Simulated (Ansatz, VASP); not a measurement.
Re in VASP and in Ansatz

```
Re
1.0
     2.58033    0.00000    0.00000
     0.00000    2.58033    0.00000
     0.00000    0.00000    2.58033
Re
1
Direct
  0.00000 0.00000 0.00000
```

Alike in both runs: functional PBE; k mesh 12 × 12 × 12; occupations fermi-dirac, width 0.08 eV; no spin polarisation.

Ansatz relaxed the structure, and its values are those at the end. VASP's run is a single point on that final structure, the one shown.

|  | VASP | Ansatz |
| --- | --- | --- |
| version | VASP 6.6.1 | Ansatz 0.2.0 |
| potentials or method | VASP PAW PBE potentials, release 64 (Re) | PAW with Ansatz's default frozen-core files, scalar-relativistic |
| plane-wave cutoff (eV) | 520 | 420 |
| valence electrons in the cell | 7 | 15 |

```csv
,VASP,Ansatz,Ansatz less VASP
pressure (GPa),-1.0,0.0,+1.02
```

With one functional, cell and mesh, what is left measures potentials, basis and numerics. VASP's potentials hold 7 valence electrons a cell and Ansatz's 15, so a difference there can come from the potentials and not from the codes.

Neither program's run includes spin-orbit coupling.
